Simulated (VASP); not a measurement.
# GaN in VASP: further runs

GaN is run at these levels: PBE; tasks: single point.

Everything below comes from runs of VASP 6.6.1. Logs are shortened: lines on timing, memory, paths and dates and some standing lists are left out, and cuts for length are marked.

### 1 The cell of the first run

The structure is hexagonal, space group P6_3mc (No. 186). Conventional cell: a = 3.219 Å, b = 3.219 Å, c = 5.243 Å, α = 90.00°, β = 90.00°, γ = 120.00°. Within 2.6 Å of Ga (site symmetry 3m) lie 4 N at 1.93 to 2.09 Å. N (site symmetry 3m) has 4 Ga at 1.93 to 2.09 Å within 2.6 Å.

### 2 Single point, PBE (mode 11 frozen in at +0.000 Å and mode 13 at +0.098 Å (largest displacements))

INCAR

```
SYSTEM = GaN
ALGO     = Normal         ! electronic algorithm
EDIFF    = 1E-6           ! SCF threshold, eV
ENCUT    = 520            ! plane-wave cutoff, eV
GGA      = PE             ! functional
ISIF     = 2              ! what is computed and relaxed
ISMEAR   = 0              ! smearing method
LASPH    = .True.         ! aspherical terms in the spheres
LCHARG   = .False.        ! write CHGCAR
LREAL    = .False.        ! projectors in reciprocal space
LWAVE    = .False.        ! write WAVECAR
NBANDS   = 46             ! bands
NELM     = 80             ! most SCF steps
PREC     = Accurate       ! precision mode
SIGMA    = 0.05           ! smearing width, eV
```

KPOINTS

```
k-points
0
Gamma
  8 6 6
  0 0 0
```

POSCAR

```
GaN
1.0
   -3.2185392732      0.0000000000      0.0000000000
    0.0000000000      0.0000000000     -5.2433778863
    0.0000000001     -5.5746735474      0.0000000000
Ga N
4 4
Direct
    0.5000000000      0.0046181330      0.1666638922
    0.0000000000      0.0046181330      0.6666638922
    0.0000000000      0.5046181330      0.3333361078
    0.5000000000      0.5046181330      0.8333361078
    0.5000000000      0.6054464084      0.1666490818
    0.0000000000      0.6054464084      0.6666490818
    0.0000000000      0.1054464084      0.3333509182
    0.5000000000      0.1054464084      0.8333509182
```

Potentials or basis: VASP PAW PBE potentials, release 64 (Ga_d, N).

Command:

```sh
$ cat potpaw_PBE.64/Ga_d/POTCAR potpaw_PBE.64/N/POTCAR > POTCAR
$ mpirun -np 1 vasp_std > vasp.out
```

OUTCAR:

```text
SYSTEM = GaN
   EDIFF = 1E-6
   ENCUT = 520
   GGA = PE
   ISIF = 2
   ISMEAR = 0
   LASPH = .True.
   LREAL = .False.
   NELM = 80
   PREC = Accurate

 ion  position               nearest neighbor table
   1  0.500  0.005  0.167-   8 1.93   7 1.93   7 1.93   5 2.09
   2  0.000  0.005  0.667-   7 1.93   8 1.93   8 1.93   6 2.09
   3  0.000  0.505  0.333-   6 1.93   5 1.93   5 1.93   7 2.09
   4  0.500  0.505  0.833-   5 1.93   6 1.93   6 1.93   8 2.09
   5  0.500  0.605  0.167-   4 1.93   3 1.93   3 1.93   1 2.09
   6  0.000  0.605  0.667-   3 1.93   4 1.93   4 1.93   2 2.09
   7  0.000  0.105  0.333-   2 1.93   1 1.93   1 1.93   3 2.09
   8  0.500  0.105  0.833-   1 1.93   2 1.93   2 1.93   4 2.09

  LATTYP: Found a simple orthorhombic cell.
 ALAT       =     3.2185392732
 B/A-ratio  =     1.6291172613
 C/A-ratio  =     1.7320508076

  Lattice vectors:

 A1 = (  -3.2185392732,   0.0000000000,   0.0000000000)
 A2 = (   0.0000000000,   0.0000000000,  -5.2433778863)
 A3 = (   0.0000000001,  -5.5746735474,   0.0000000000)

Analysis of symmetry for initial positions (statically):
=====================================================================
 Subroutine PRICEL returns following result:

  LATTYP: Found a hexagonal cell.
 ALAT       =     3.2185392732
 C/A-ratio  =     1.6291172613

  Lattice vectors:

 A1 = (  -1.6092696365,  -2.7873367737,   0.0000000000)
 A2 = (  -1.6092696366,   2.7873367737,   0.0000000000)
 A3 = (   0.0000000000,   0.0000000000,  -5.2433778863)

   2 primitive cells build up your supercell.

 Routine SETGRP: Setting up the symmetry group for a
 simple orthorhombic supercell.

 Subroutine GETGRP returns: Found  4 space group operations
 (whereof  2 operations were pure point group operations)
 out of a pool of  8 trial point group operations.

The static configuration has the point symmetry C_1h.
 The point group associated with its full space group is C_2v.

Analysis of symmetry for dynamics (positions and initial velocities):
=====================================================================
 Subroutine PRICEL returns following result:

  LATTYP: Found a hexagonal cell.
 ALAT       =     3.2185392732
 C/A-ratio  =     1.6291172613

  Lattice vectors:

 A1 = (  -1.6092696365,  -2.7873367737,   0.0000000000)
 A2 = (  -1.6092696366,   2.7873367737,   0.0000000000)
 A3 = (   0.0000000000,   0.0000000000,  -5.2433778863)

   2 primitive cells build up your supercell.

 Routine SETGRP: Setting up the symmetry group for a
 simple orthorhombic supercell.

 Subroutine GETGRP returns: Found  4 space group operations
 (whereof  2 operations were pure point group operations)
 out of a pool of  8 trial point group operations.

The dynamic configuration has the point symmetry C_1h.
 The point group associated with its full space group is C_2v.

 Subroutine INISYM returns: Found  4 space group operations
 (whereof  2 operations are pure point group operations),
 and found     2 'primitive' translations

----------------------------------------------------------------------------------------

                                     Primitive cell

  volume of cell :      47.0391

  direct lattice vectors                    reciprocal lattice vectors
    -1.609269637 -2.787336774  0.000000000    -0.310699953 -0.179382701  0.000000000
    -1.609269637  2.787336774  0.000000000    -0.310699953  0.179382701  0.000000000
     0.000000000  0.000000000 -5.243377886     0.000000000  0.000000000 -0.190716752

  length of vectors
     3.218539273  3.218539273  5.243377886     0.358765403  0.358765403  0.190716752

  position of ions in fractional coordinates (direct lattice)
     0.666663892  0.333336108  0.004618133
     0.333336108  0.666663892  0.504618133
     0.666649082  0.333350918  0.605446408
     0.333350918  0.666649082  0.105446408

  ion indices of the primitive-cell ions
   primitive index   ion index
                 1           1
                 2           4
                 3           5
                 4           8

----------------------------------------------------------------------------------------

 KPOINTS: k-points

Automatic generation of k-mesh.
 Grid dimensions read from file:
 generate k-points for:    8    6    6

 Generating k-lattice:

  Cartesian coordinates                     Fractional coordinates (reciprocal lattice)
    -0.038837494 -0.000000000  0.000000000     0.125000000  0.000000000  0.000000000
     0.000000000  0.000000000 -0.031786125     0.000000000  0.166666667  0.000000000
     0.000000000 -0.029897117  0.000000000     0.000000000  0.000000000  0.166666667

  Length of vectors
     0.038837494  0.031786125  0.029897117

  Shift w.r.t. Gamma in fractional coordinates (k-lattice)
     0.000000000  0.000000000  0.000000000

 Subroutine IBZKPT returns following result:
 ===========================================

 Found     80 irreducible k-points:

 Following reciprocal coordinates:
            Coordinates               Weight
  0.000000  0.000000  0.000000      1.000000
  0.125000  0.000000  0.000000      2.000000
  0.250000  0.000000  0.000000      2.000000
  0.375000  0.000000 -0.000000      2.000000
  0.500000  0.000000  0.000000      1.000000
  0.000000  0.166667  0.000000      2.000000
[... 16 lines left out ...]
  0.250000  0.000000  0.166667      4.000000
  0.375000  0.000000  0.166667      4.000000
 [... further k-points ...]
   k-points           NKPTS =     80   k-points in BZ     NKDIM =     80   number of bands    NBANDS=     46
   number of dos      NEDOS =    301   number of ions     NIONS =      8
   total plane-waves  NPLWV =  40320
   dimension x,y,z NGX =    24 NGY =   40 NGZ =   42
   dimension x,y,z NGXF=    48 NGYF=   80 NGZF=   84
   ions per type =               4   4
   NGX,Y,Z   is equivalent  to a cutoff of  12.40, 12.68, 12.53 a.u.
   NGXF,Y,Z  is equivalent  to a cutoff of  24.79, 25.36, 25.05 a.u.
 SYSTEM =  GaN
   PREC   = accura    normal or accurate (medium, high low for compatibility)
   ISTART =      0    job   : 0-new  1-cont  2-samecut
   ICHARG =      2    charge: 1-file 2-atom 10-const
   ISPIN  =      1    spin polarized calculation?
   LNONCOLLINEAR =      F non collinear calculations
   LSORBIT =      F    spin-orbit coupling
   LASPH  =      T    aspherical Exc in radial PAW
   ENCUT  =  520.0 eV  38.22 Ry    6.18 a.u.   5.98  9.75 10.37*2*pi/ulx,y,z
   NELM   =     80;   NELMIN=  2; NELMDL= -5     # of ELM steps
   EDIFF  = 0.1E-05   stopping-criterion for ELM
   LREAL  =      F    real-space projection
   EDIFFG = 0.1E-04   stopping-criterion for IOM
   NSW    =      0    number of steps for IOM
   IBRION =     -1    ionic relax: 0-MD 1-quasi-New 2-CG
   NFREE  =      0    steps in history (QN), initial steepest desc. (CG)
   ISIF   =      2    stress and relaxation
   ISYM   =      2    0-nonsym 1-usesym 2-fastsym
   POTIM  = 0.5000    time-step for ionic-motion
   TEBEG  =    0.0;   TEEND  =   0.0 temperature during run
   PSTRESS=    0.0 pullay stress
   NELECT =      72.0000    total number of electrons
   NUPDOWN=      -1.0000    fix difference up-down
   EMIN   =  10.00;   EMAX   =-10.00  energy-range for DOS
   EFERMI =   0.00;   METHOD = LEGACY
   ISMEAR =     0;   SIGMA  =   0.05  broadening in eV -4-tet -1-fermi 0-gaus
   EFERMI_NEDOS =   21; number of points for ismear=-14 and -15
   IALGO  =     38    algorithm
   IMIX   =      4    mixing-type and parameters
     AMIX     =   0.40;   BMIX     =  1.00
     AMIX_MAG =   1.60;   BMIX_MAG =  1.00
  volume/ion in A,a.u.               =      11.76        79.36
  Fermi-wavevector in a.u.,A,eV,Ry     =   1.497462  2.829793 30.509608  2.242393
  Thomas-Fermi vector in A             =   2.609347
   LORBIT       =      0    0 simple, 1 ext, 2 COOP (PROOUT), +10 PAW based schemes
   GGA     = PE    functional components
   LHFCALC =     F    Hartree Fock is set to
   AEXX    =    0.0000 exact exchange contribution
   IVDW    =     0    specifies the selected vdW correction
   LEPSILON=     F    determine dielectric tensor
   LRPA    =     F    only Hartree local field effects (RPA)
 non-spin polarized calculation
 Gauss-broadening in eV      SIGMA  =   0.05
  energy-cutoff  :      520.00
  volume of cell :       94.08
 maximum number of plane-waves:      2568
 NGX is ok and might be reduce to    24
   NGX = 11   NGY = 19   NGZ = 21

 number of electron      72.0000018 magnetization

 Free energy of the ion-electron system (eV)
  ---------------------------------------------------
  ext. energy  EPLUGINS =         0.00000000
  ---------------------------------------------------
  free energy    TOTEN  =       -48.41779200 eV

  energy without entropy =      -48.41779200  energy(sigma->0) =      -48.41779200

 E-fermi :   5.4466     XC(G=0): -11.5100

 val. band max:        5.1859059995   @ k =   0.0000   0.0000   0.0000
 cond. band min:       6.7600475501   @ k =   0.0000   0.0000   0.0000
 fundamental gap:      1.5741415506
 Fermi energy:         5.4466295332

 k-point     1 :       0.0000    0.0000    0.0000
  band No.  band energies     occupation
      1     -10.7732      2.00000
      2     -10.0037      2.00000
      3      -9.9308      2.00000
      4      -9.7934      2.00000
      5      -8.4312      2.00000
      6      -8.4311      2.00000
[... 38 lines left out ...]
     45      14.7319      0.00000
     46      14.8360      0.00000

 k-point     2 :       0.1250    0.0000    0.0000
  band No.  band energies     occupation
      1     -10.6631      2.00000
      2      -9.9680      2.00000
      3      -9.9032      2.00000
      4      -9.7915      2.00000
      5      -8.4292      2.00000
      6      -8.4129      2.00000
[... 1070 lines left out ...]
 k-point    24 :       0.3750    0.0000    0.1667
  band No.  band energies     occupation
      1     -10.0809      2.00000
      2      -9.8559      2.00000
      3      -9.8209      2.00000
      4      -9.7942      2.00000
      5      -8.3936      2.00000
      6      -8.3638      2.00000
[... 38 lines left out ...]
     45      14.3038      0.00000
     46      14.4103      0.00000

 [... further k-points ...]

------------------------ aborting loop because EDIFF is reached ----------------------------------------

  FORCE on cell =-STRESS in cart. coord.  units (eV):
  Direction    XX          YY          ZZ          XY          YZ          ZX
  --------------------------------------------------------------------------------------
  -------------------------------------------------------------------------------------
  Total        2.1968289      2.2053244     -2.2447098     -0.0000000      0.0000000      0.0000000
  in kB       37.4125581     37.5572379    -38.2279827     -0.0000000      0.0000000      0.0000000
  external PRESSURE =      12.2472711 kB  Pullay stress =       0.0000000 kB

 VOLUME and BASIS-vectors are now :
 -----------------------------------------------------------------------------
  energy-cutoff  :      520.00
  volume of cell :       94.08
      direct lattice vectors                 reciprocal lattice vectors
    -3.218539273  0.000000000  0.000000000    -0.310699953 -0.000000000  0.000000000
     0.000000000  0.000000000 -5.243377886     0.000000000  0.000000000 -0.190716752
     0.000000000 -5.574673547  0.000000000     0.000000000 -0.179382701  0.000000000

 POSITION                                       TOTAL-FORCE (eV/Angst)
 -----------------------------------------------------------------------------------
     -1.60927     -0.92910     -0.02421         0.000000     -0.001883      0.899857
      0.00000     -3.71643     -0.02421         0.000000     -0.001883      0.899857
      0.00000     -1.85824     -2.64590        -0.000000      0.001883      0.899857
     -1.60927     -4.64558     -2.64590        -0.000000      0.001883      0.899857
     -1.60927     -0.92901     -3.17458         0.000000     -0.001932     -0.899857
      0.00000     -3.71635     -3.17458         0.000000     -0.001932     -0.899857
      0.00000     -1.85832     -0.55290        -0.000000      0.001932     -0.899857
     -1.60927     -4.64566     -0.55290        -0.000000      0.001932     -0.899857
 -----------------------------------------------------------------------------------
    total drift:                               -0.000000     -0.000027     -0.003588

  FREE ENERGIE OF THE ION-ELECTRON SYSTEM (eV)
  ---------------------------------------------------
  free  energy   TOTEN  =       -48.4177920049 eV

  energy  without entropy=      -48.4177920049  energy(sigma->0) =      -48.41779200
```

It took 3 min on 1 thread of AMD EPYC 9R45 (Zen 5), shared host; peak memory 0.33 GiB.

What came out:

```
Free energy            : -48.4178 eV
Pressure               : 1.2 GPa
Largest force          : 0.900 eV/Å
Band gap on the k mesh : 1.57 eV
```

Forces in eV/Å, atoms in the order of the input:
```
Ga   0.000 -0.002  0.900
Ga   0.000 -0.002  0.900
Ga   0.000  0.002  0.900
Ga   0.000  0.002  0.900
N    0.000 -0.002 -0.900
N    0.000 -0.002 -0.900
N    0.000  0.002 -0.900
N    0.000  0.002 -0.900
```

Caveat: the cell differs from its parent crystal (mode 11 frozen in at +0.000 Å and mode 13 at +0.098 Å (largest displacements)).

(Part 1 of 3 ends here.)
